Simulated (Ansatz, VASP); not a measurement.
ReP2: VASP beside Ansatz

```
Re P
1.0
     3.08828    0.00000    0.00000
    -1.54414    2.67453    0.00000
     0.00000    0.00000    5.15013
Re P
1 2
Direct
  0.00000 0.00000 0.00000
  0.33333 0.66667 0.32533
  0.66667 0.33333 0.67467
```

Alike in both runs: functional PBE; k mesh 12 × 12 × 7; occupations fermi-dirac, width 0.08 eV; no spin polarisation.

Ansatz relaxed the structure, and its values are those at the end. VASP's run is a single point on that final structure, the one shown.

```csv
,VASP,Ansatz
version,VASP 6.6.1,Ansatz 0.2.0
potentials or method,"VASP PAW PBE potentials, release 64 (Re, P)","PAW with Ansatz's default frozen-core files, scalar-relativistic"
plane-wave cutoff (eV),520,420
valence electrons in the cell,17,25
```

Ansatz gave:

- pressure (GPa): 0.0
- rms of the force components (eV/Å): 0.000

**Question.** Which values does VASP return?

**Answer.** Pressure (GPa): 0.3; rms of the force components (eV/Å): 0.027.

With one functional, cell and mesh, what is left measures potentials, basis and numerics. VASP's potentials hold 17 valence electrons a cell and Ansatz's 25, so a difference there can come from the potentials and not from the codes.

Spin-orbit coupling is off throughout.
